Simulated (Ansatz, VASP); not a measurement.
Ge in VASP and in Ansatz

```xyz
8
Lattice="0.0000 7.8093 0.0000 -6.7631 -3.9046 0.0000 0.0000 0.0000 22.4200" Properties=species:S:1:pos:R:3 pbc="T T T"
Ge   -2.2544    0.0000   14.3796
Ge   -5.6310   -1.9787   14.3758
Ge   -2.2597    3.8899   14.3524
Ge   -5.6552    1.9344   14.3793
Ge   -1.1193    1.9534   15.0570
Ge   -4.5138   -0.0159   15.0358
Ge   -1.1512    5.8450   15.0558
Ge   -4.5071    3.8724   15.0572
```

Alike in both runs: task single point; functional LDA; k mesh 6 × 6 × 1; occupations gaussian, width 0.04 eV; no spin polarisation.

|  | VASP | Ansatz |
| --- | --- | --- |
| version | VASP 6.6.1 | Ansatz 0.2.0 |
| potentials or method | VASP PAW LDA potentials, release 64 (Ge_d), cutoff 410 eV | scalar-relativistic, plane waves, PAW |
| valence electrons in the cell | 112 | 112 |

VASP gave:

```
gap on the k mesh at the Fermi level (eV) : none
rms of the force components (eV/Å)        : 0.051
```

Task: What did Ansatz give for the same quantities?

Result: gap on the k mesh at the Fermi level (eV): none; rms of the force components (eV/Å): 0.058.

Ansatz warns that its potentials were made for another functional, while VASP's fit it. LDA's correlation is that of Perdew and Zunger in VASP and of Perdew and Wang (1992) in Ansatz. Atom by atom the forces differ by 0.007 eV/Å (rms over components). A gap of «none» marks a metal or a gap that the smearing closes. Ansatz's warnings: xc potential rough in thin density.
